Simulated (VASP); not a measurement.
Runs of VASP 6.6.1 on C. It takes space group P6_3mc (No. 186, hexagonal). Conventional cell: a = 2.470 Å, b = 2.470 Å, c = 6.790 Å, α = 90.00°, β = 90.00°, γ = 120.00°. Within 1.9 Å of C (site symmetry 3m) lie 3 C at 1.43 Å. Within 1.9 Å of C (site symmetry 3m) lie 3 C at 1.43 Å. 

```csv
k mesh,gap on the mesh (eV),pressure (GPa),largest force (eV/Å)
3 × 3 × 1,(a),(b),0.56
8 × 8 × 3,1.72,-0.4,0.57
10 × 10 × 4,1.26,-0.4,0.57
5 × 5 × 2,2.53,-0.3,0.57
```

Alike in all rows: task single point; level PBE; potentials or basis VASP PAW PBE potentials, release 64 (C); no spin polarisation; cell as given; cutoff (eV) 600; smearing fermi-dirac 0.1 eV.

Estimate the missing entries.

(a) none; (b) 1.9.

Caveats: some runs use coarse meshes; this functional lacks dispersion, which binds the layers, so the pressure and a relaxed spacing across them are unreliable.

A k mesh can miss the band edges.
